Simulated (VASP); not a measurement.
# WC (Imm2) in VASP: single point with r2SCAN

Aim: the single point of WC with r2SCAN.

Program: VASP 6.6.1. These are calculated values, not measurements. Logs are shortened: lines on timing, memory, paths and dates and some standing lists are left out, and cuts for length are marked.

### Step 1. The cell of the first run

The structure is orthorhombic, space group Imm2 (No. 44). Conventional cell: a = 3.101 Å, b = 4.385 Å, c = 3.101 Å, α = 90.00°, β = 90.00°, γ = 90.00°. Within 2.6 Å of W (site symmetry mm2) lie 6 C at 1.99 to 2.41 Å. Within 2.6 Å of C (site symmetry mm2) lie 6 W at 1.99 to 2.41 Å.

### Step 2. Single point, r2SCAN (atom 2 (C) moved by (-0.300, +0.000) A along [1 1 0] and z)

Input file POSCAR:

```
WC
1.0
    0.0000000000      2.1926840000      2.1926840000
    2.1926840000      0.0000000000      2.1926840000
    2.1926840000      2.1926840000      0.0000000000
W C
1 1
Direct
    0.0000000000      0.0000000000      0.0000000000
    0.5000000000      0.5000000000      0.4032546257
```

Input file INCAR.step1:

```
ALGO = Normal ; EDIFF = 1E-4
ENCUT = 520 ; GGA = PE
ISMEAR = 0 ; LASPH = T
LCHARG = F ; LREAL = F
LWAVE = T ; NBANDS = 16
NELM = 60 ; PREC = Accurate
SIGMA = 0.15
```

Input file INCAR.step2:

```
ALGO = Normal ; EDIFF = 1E-7
ENCUT = 520 ; ISIF = 2
ISMEAR = 0 ; ISTART = 1
LASPH = T ; LCHARG = F
LMIXTAU = T ; LREAL = F
LWAVE = F ; METAGGA = R2SCAN
NBANDS = 16 ; NELM = 60
PREC = Accurate ; SIGMA = 0.15
```

Input file KPOINTS:

```
k-points
0
Gamma
  18 18 18
```

Potentials or basis: VASP PAW PBE potentials, release 64 (W_sv, C).

Started as:

```
$ cat potpaw_PBE.64/W_sv/POTCAR potpaw_PBE.64/C/POTCAR > POTCAR
$ cp INCAR.step1 INCAR
$ mpirun -np 1 vasp_std > vasp.out
$ cp INCAR.step2 INCAR
$ mpirun -np 1 vasp_std > vasp.out
```

OUTCAR:

```text
EDIFF = 1E-7
   ENCUT = 520
   ISIF = 2
   ISMEAR = 0
   ISTART = 1
   LASPH = T
   LREAL = F
   METAGGA = R2SCAN
   NELM = 60
   PREC = Accurate

 ion  position               nearest neighbor table
   1  0.000  0.000  0.000-   2 1.99   2 1.99   2 2.21   2 2.21   2 2.41   2 2.41
   2  0.500  0.500  0.403-   1 1.99   1 1.99   1 2.21   1 2.21   1 2.41   1 2.41

  LATTYP: Found a face centered cubic cell.
 ALAT       =     4.3853680000

  Lattice vectors:

 A1 = (   0.0000000000,   2.1926840000,   2.1926840000)
 A2 = (   2.1926840000,   0.0000000000,   2.1926840000)
 A3 = (   2.1926840000,   2.1926840000,   0.0000000000)

Analysis of symmetry for initial positions (statically):
=====================================================================
 Subroutine PRICEL returns:
 Original cell was already a primitive cell.

 Routine SETGRP: Setting up the symmetry group for a
 face centered cubic supercell.

 Subroutine GETGRP returns: Found  4 space group operations
 (whereof  4 operations were pure point group operations)
 out of a pool of 48 trial point group operations.

The static configuration has the point symmetry C_2v.

Analysis of symmetry for dynamics (positions and initial velocities):
=====================================================================
 Subroutine PRICEL returns:
 Original cell was already a primitive cell.

 Routine SETGRP: Setting up the symmetry group for a
 face centered cubic supercell.

 Subroutine GETGRP returns: Found  4 space group operations
 (whereof  4 operations were pure point group operations)
 out of a pool of 48 trial point group operations.

The dynamic configuration has the point symmetry C_2v.

 Subroutine INISYM returns: Found  4 space group operations
 (whereof  4 operations are pure point group operations),
 and found     1 'primitive' translations

----------------------------------------------------------------------------------------

                                     Primitive cell

  volume of cell :      21.0842

  direct lattice vectors                    reciprocal lattice vectors
     0.000000000  2.192684000  2.192684000    -0.228031034  0.228031034  0.228031034
     2.192684000  0.000000000  2.192684000     0.228031034 -0.228031034  0.228031034
     2.192684000  2.192684000  0.000000000     0.228031034  0.228031034 -0.228031034

  length of vectors
     3.100923451  3.100923451  3.100923451     0.394961337  0.394961337  0.394961337

  position of ions in fractional coordinates (direct lattice)
     0.000000000  0.000000000  0.000000000
     0.500000000  0.500000000  0.403254626

  ion indices of the primitive-cell ions
   primitive index   ion index
                 1           1
                 2           2

----------------------------------------------------------------------------------------

 KPOINTS: k-points

Automatic generation of k-mesh.
 Grid dimensions read from file:
 generate k-points for:   18   18   18

 Generating k-lattice:

  Cartesian coordinates                     Fractional coordinates (reciprocal lattice)
    -0.012668391  0.012668391  0.012668391     0.055555556  0.000000000  0.000000000
     0.012668391 -0.012668391  0.012668391     0.000000000  0.055555556  0.000000000
     0.012668391  0.012668391 -0.012668391     0.000000000  0.000000000  0.055555556

  Length of vectors
     0.021942296  0.021942296  0.021942296

  Shift w.r.t. Gamma in fractional coordinates (k-lattice)
     0.000000000  0.000000000  0.000000000

 Subroutine IBZKPT returns following result:
 ===========================================

 Found    865 irreducible k-points:

 Following reciprocal coordinates:
            Coordinates               Weight
  0.000000  0.000000  0.000000      1.000000
  0.055556  0.000000  0.000000      4.000000
  0.000000  0.000000  0.055556      4.000000
  0.111111  0.000000  0.000000      4.000000
  0.000000  0.000000  0.111111      4.000000
  0.166667  0.000000  0.000000      4.000000
[... 16 lines left out ...]
  0.000000  0.111111  0.055556      8.000000
  0.055556  0.000000  0.111111      8.000000
 [... further k-points ...]
   k-points           NKPTS =    865   k-points in BZ     NKDIM =    865   number of bands    NBANDS=     16
   number of dos      NEDOS =    301   number of ions     NIONS =      2
   total plane-waves  NPLWV =  13824
   dimension x,y,z NGX =    24 NGY =   24 NGZ =   24
   dimension x,y,z NGXF=    48 NGYF=   48 NGZF=   48
   ions per type =               1   1
   NGX,Y,Z   is equivalent  to a cutoff of  12.87, 12.87, 12.87 a.u.
   NGXF,Y,Z  is equivalent  to a cutoff of  25.73, 25.73, 25.73 a.u.
 SYSTEM =  unknown system
   PREC   = accura    normal or accurate (medium, high low for compatibility)
   ISTART =      1    job   : 0-new  1-cont  2-samecut
   ICHARG =      0    charge: 1-file 2-atom 10-const
   ISPIN  =      1    spin polarized calculation?
   LNONCOLLINEAR =      F non collinear calculations
   LSORBIT =      F    spin-orbit coupling
   LASPH  =      T    aspherical Exc in radial PAW
   ENCUT  =  520.0 eV  38.22 Ry    6.18 a.u.   5.77  5.77  5.77*2*pi/ulx,y,z
   NELM   =     60;   NELMIN=  2; NELMDL=  0     # of ELM steps
   EDIFF  = 0.1E-06   stopping-criterion for ELM
   LREAL  =      F    real-space projection
   EDIFFG = 0.1E-05   stopping-criterion for IOM
   NSW    =      0    number of steps for IOM
   IBRION =     -1    ionic relax: 0-MD 1-quasi-New 2-CG
   NFREE  =      0    steps in history (QN), initial steepest desc. (CG)
   ISIF   =      2    stress and relaxation
   ISYM   =      2    0-nonsym 1-usesym 2-fastsym
   POTIM  = 0.5000    time-step for ionic-motion
   TEBEG  =    0.0;   TEEND  =   0.0 temperature during run
   PSTRESS=    0.0 pullay stress
   NELECT =      18.0000    total number of electrons
   NUPDOWN=      -1.0000    fix difference up-down
   EMIN   =  10.00;   EMAX   =-10.00  energy-range for DOS
   EFERMI =   0.00;   METHOD = LEGACY
   ISMEAR =     0;   SIGMA  =   0.15  broadening in eV -4-tet -1-fermi 0-gaus
   EFERMI_NEDOS =   21; number of points for ismear=-14 and -15
   IALGO  =     38    algorithm
   IMIX   =      4    mixing-type and parameters
     AMIX     =   0.40;   BMIX     =  1.00
     AMIX_MAG =   1.60;   BMIX_MAG =  1.00
  volume/ion in A,a.u.               =      10.54        71.14
  Fermi-wavevector in a.u.,A,eV,Ry     =   1.553029  2.934800 32.815887  2.411900
  Thomas-Fermi vector in A             =   2.657319
   LORBIT       =      0    0 simple, 1 ext, 2 COOP (PROOUT), +10 PAW based schemes
   METAGGA = R2SCAN    functional components
   LHFCALC =     F    Hartree Fock is set to
   AEXX    =    0.0000 exact exchange contribution
   IVDW    =     0    specifies the selected vdW correction
   LEPSILON=     F    determine dielectric tensor
   LRPA    =     F    only Hartree local field effects (RPA)
 non-spin polarized calculation
 Gauss-broadening in eV      SIGMA  =   0.15
  energy-cutoff  :      520.00
  volume of cell :       21.08
 maximum number of plane-waves:       588
   NGX = 11   NGY = 11   NGZ = 11

 number of electron      18.0000001 magnetization

 Free energy of the ion-electron system (eV)
  ---------------------------------------------------
  ext. energy  EPLUGINS =         0.00000000
  ---------------------------------------------------
  free energy    TOTEN  =       -60.31172253 eV

  energy without entropy =      -60.30276005  energy(sigma->0) =      -60.30724129

 E-fermi :  12.2327     XC(G=0): -14.7999

 val. band max:       12.2324505511   @ k =   0.2222   0.0556   0.2778
 cond. band min:      12.2347631837   @ k =   0.0000  -0.1111   0.0556
 fundamental gap:      0.0023126326
 Fermi energy:        12.2326521623

 k-point     1 :       0.0000    0.0000    0.0000
  band No.  band energies     occupation
      1     -64.9418      2.00000
      2     -28.3447      2.00000
      3     -28.3432      2.00000
      4     -28.2795      2.00000
      5      -4.2670      2.00000
      6       7.9139      2.00000
[... 8 lines left out ...]
     15      22.6274      0.00000
     16      35.4421      0.00000

 k-point     2 :       0.0556    0.0000    0.0000
  band No.  band energies     occupation
      1     -64.9405      2.00000
      2     -28.3617      2.00000
      3     -28.3442      2.00000
      4     -28.2865      2.00000
      5      -4.1763      2.00000
      6       7.6099      2.00000
[... 8 lines left out ...]
     15      22.8372      0.00000
     16      34.6990      0.00000

 k-point     3 :       0.0000    0.0000    0.0556
  band No.  band energies     occupation
      1     -64.9405      2.00000
      2     -28.3581      2.00000
      3     -28.3468      2.00000
      4     -28.2865      2.00000
      5      -4.1796      2.00000
      6       7.6731      2.00000
[... 8 lines left out ...]
     15      22.8410      0.00000
     16      34.5982      0.00000

 k-point     4 :       0.1111    0.0000    0.0000
  band No.  band energies     occupation
      1     -64.9368      2.00000
      2     -28.4136      2.00000
      3     -28.3506      2.00000
      4     -28.3000      2.00000
      5      -3.9096      2.00000
      6       7.0093      2.00000
[... 8 lines left out ...]
     15      23.4311      0.00000
     16      33.0438      0.00000
[... 324 lines left out ...]
 k-point    22 :       0.1111    0.0556    0.0000
  band No.  band energies     occupation
      1     -64.9372      2.00000
      2     -28.3847      2.00000
      3     -28.3576      2.00000
      4     -28.3128      2.00000
      5      -3.9496      2.00000
      6       7.0245      2.00000
[... 8 lines left out ...]
     15      23.3921      0.00000
     16      33.2698      0.00000

 k-point    23 :       0.0000    0.1111    0.0556
  band No.  band energies     occupation
      1     -64.9371      2.00000
      2     -28.4049      2.00000
      3     -28.3545      2.00000
      4     -28.2974      2.00000
      5      -3.9401      2.00000
      6       7.1565      2.00000
[... 8 lines left out ...]
     15      23.3683      0.00000
     16      33.2076      0.00000

 k-point    24 :       0.0556    0.0000    0.1111
  band No.  band energies     occupation
      1     -64.9372      2.00000
      2     -28.3995      2.00000
      3     -28.3569      2.00000
      4     -28.2974      2.00000
      5      -3.9497      2.00000
      6       7.2577      2.00000
[... 8 lines left out ...]
     15      23.3723      0.00000
     16      33.2194      0.00000

 [... further k-points ...]
[... 5 lines left out ...]
  --------------------------------------------------------------------------------------
  -------------------------------------------------------------------------------------
  Total        2.3746799      2.3746799     -0.5065781     -0.5670251      0.0000000      0.0000000
  in kB      180.4502602    180.4502602    -38.4945169    -43.0878398      0.0000000      0.0000000
  external PRESSURE =     107.4686679 kB  Pullay stress =       0.0000000 kB

 VOLUME and BASIS-vectors are now :
 -----------------------------------------------------------------------------
  energy-cutoff  :      520.00
  volume of cell :       21.08
      direct lattice vectors                 reciprocal lattice vectors
     0.000000000  2.192684000  2.192684000    -0.228031034  0.228031034  0.228031034
     2.192684000  0.000000000  2.192684000     0.228031034 -0.228031034  0.228031034
     2.192684000  2.192684000  0.000000000     0.228031034  0.228031034 -0.228031034

 POSITION                                       TOTAL-FORCE (eV/Angst)
 -----------------------------------------------------------------------------------
      0.00000      0.00000      0.00000        -1.691369     -1.691369     -0.000000
      1.98055      1.98055      2.19268         1.691369      1.691369      0.000000
 -----------------------------------------------------------------------------------
    total drift:                                0.000016      0.000016     -0.000000

  FREE ENERGIE OF THE ION-ELECTRON SYSTEM (eV)
  ---------------------------------------------------
  free  energy   TOTEN  =       -60.3117225286 eV

  energy  without entropy=      -60.3027600530  energy(sigma->0) =      -60.30724129
```

Run time: 30 min. Hardware: 1 thread of Oxide Virtual Turin-like, shared host; peak memory 0.36 GiB.

Results:

| Item | Value |
| --- | --- |
| Free energy | -60.3117 eV |
| Pressure | 10.7 GPa |
| Largest force | 2.392 eV/Å |
| Band gap on the k mesh | zero (bands 9 and 10 overlap by 3.18 eV) |

Forces in eV/Å, atoms in the order of the input:
```
W   -1.691 -1.691  0.000
C    1.691  1.691  0.000
```

Levels at points of the mesh, in eV from the Fermi level:
| k point | band 7 | band 8 | band 9 | band 10 | band 11 | band 12 |
| --- | --- | --- | --- | --- | --- | --- |
| (0.00, 0.00, 0.00) | -3.99 | -3.53 | -2.67 | -1.25 | 0.75 | 1.85 |
| (0.50, 0.00, 0.00) | -6.58 | -6.14 | 1.01 | 1.05 | 2.60 | 3.97 |
| (0.00, 0.00, 0.50) | -6.96 | -6.69 | 1.13 | 1.36 | 2.76 | 5.04 |
| (0.50, 0.50, 0.00) | -5.78 | -3.41 | -0.88 | 2.07 | 2.51 | 2.54 |
| (0.00, 0.50, 0.50) | -5.66 | -2.93 | -1.70 | 1.62 | 2.46 | 2.52 |

Caveat: the cell differs from its parent crystal (atom 2 (C) moved by (-0.300, +0.000) A along [1 1 0] and z); the stress differs along the axes, from -4 to 18 GPa; the PAW data sets were made with another functional, which shifts forces and pressure a little; spin-orbit coupling is left out, which moves the levels of the heavy elements.
